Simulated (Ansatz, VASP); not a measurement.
## Al: VASP beside Ansatz

```
CELL_PARAMETERS angstrom
2.88277 0.00000 0.00000
-1.44138 2.49655 0.00000
0.00000 0.00000 4.74518
ATOMIC_POSITIONS crystal
Al 0.66667 0.33333 0.75000
Al 0.33333 0.66667 0.25000
```

Change from the starting cell: strain +0.025 along x and y, -0.025 along z, atoms carried along.

Alike in both runs: task single point; functional r2SCAN; k mesh 18 × 18 × 10; occupations gaussian, width 0.15 eV; no spin polarisation.

|  | VASP | Ansatz |
| --- | --- | --- |
| version | VASP 6.6.1 | Ansatz 0.2.0 |
| potentials or method | VASP PAW PBE potentials, release 64 (Al), cutoff 520 eV | scalar-relativistic, plane waves, PAW |
| valence electrons in the cell | 6 | 6 |

```csv
,VASP,Ansatz,Ansatz less VASP
gap on the k mesh at the Fermi level (eV),none,none,-
pressure (GPa),-5.2,-4.9,+0.27
"traceless stress, the component that is largest in VASP (GPa)",-0.09,-0.08,+0.002
```

VASP's potentials were made for PBE, not for r2SCAN. A gap of «none» marks a metal or a gap that the smearing closes.
